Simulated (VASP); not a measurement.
## GaN: single point with PBE

The system is GaN.

```xyz
4
Lattice="2.6138 -1.5086 0.0024 2.6138 1.5086 0.0024 -1.7501 0.0000 4.9265" Properties=species:S:1:pos:R:3 pbc="T T T"
Ga    1.3012   -0.7545    3.6973
Ga    2.1763    0.7545    1.2341
N     1.3069   -0.7543    0.0012
N     0.4319    0.7543    2.4645
```

* Program: VASP 6.6.1
* Task: single point
* Functional: PBE
* Potentials or basis: VASP PAW PBE potentials, release 64 (Ga_d, N)
* Cutoff: 520 eV
* k mesh: 8 × 8 × 4
* Occupations: gaussian, width 0.1 eV
* Spin: no spin polarisation

- Pressure: 0.8 GPa
- Band gap on the k mesh: 0.42 eV

Stress tensor (GPa, compression positive):
```
0.80 0.00 0.06
0.00 0.84 0.00
0.06 0.00 0.79
```

Levels at points of the mesh, in eV from the valence-band top:
| k point | band 15 | band 16 | band 17 | band 18 | band 19 | band 20 | band 21 | band 22 |
| --- | --- | --- | --- | --- | --- | --- | --- | --- |
| (0.00, 0.00, 0.00) | -0.47 | -0.46 | -0.16 | -0.15 | 1.92 | 4.59 | 8.94 | 8.95 |
| (0.50, 0.00, 0.00) | -3.28 | -3.28 | -1.73 | -1.73 | 3.80 | 3.80 | 8.26 | 8.26 |
| (0.50, 0.50, 0.00) | -2.91 | -2.91 | -0.16 | -0.15 | 0.43 | 4.59 | 7.82 | 8.94 |
| (0.00, 0.00, 0.50) | -0.34 | -0.34 | -0.34 | -0.34 | 4.63 | 4.63 | 9.44 | 9.44 |
| (0.50, 0.00, 0.50) | -2.92 | -2.91 | -0.16 | -0.15 | 0.42 | 4.59 | 7.81 | 8.94 |
| (0.50, 0.50, 0.50) | -3.29 | -3.29 | -1.73 | -1.73 | 3.81 | 3.81 | 8.26 | 8.26 |

Wall time 69 s on 1 thread of Intel Xeon 6975P-C (shared host), peak memory 0.2 GiB.

A k mesh can miss the band edges. PBE gaps usually lie below the measured ones, often by a third to a half.
